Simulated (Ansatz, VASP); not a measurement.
## Two plane-wave programs on LiF

```xyz
2
Lattice="2.5595 0.0000 0.0000 0.0000 2.5595 0.0000 0.0000 0.0000 2.5595" Properties=species:S:1:pos:R:3 pbc="T T T"
Li    0.0000    0.0000    0.0000
F     1.2798    1.2798    1.1298
```

Change from the starting cell: all F atoms moved -0.150 Å, as atom 2 along Cartesian [0 0 1].

Alike in both runs: task single point; functional r2SCAN; k mesh 10 × 10 × 10; occupations gaussian, width 0.05 eV; no spin polarisation.

|  | VASP | Ansatz |
| --- | --- | --- |
| version | VASP 6.6.1 | Ansatz 0.2.0 |
| potentials or method | VASP PAW PBE potentials, release 64 (Li_sv, F), cutoff 520 eV | scalar-relativistic, plane waves, PAW |
| valence electrons in the cell | 10 | 10 |

Ansatz gave:

| Property | Result |
| --- | --- |
| gap on the k mesh at the Fermi level (eV) | 8.43 |
| least direct gap on the mesh (eV) | 9.10 |
| rms of the force components (eV/Å) | 0.036 |

**Question.** Which values does VASP return?

**Answer.** gap on the k mesh at the Fermi level (eV): 8.60; least direct gap on the mesh (eV): 9.27; rms of the force components (eV/Å): 0.044.

VASP's potentials were made for PBE, not for r2SCAN. Atom by atom the forces differ by 0.008 eV/Å (rms over components).

Noted on VASP's run: the cutoff is short for stress, so the pressure is rough.
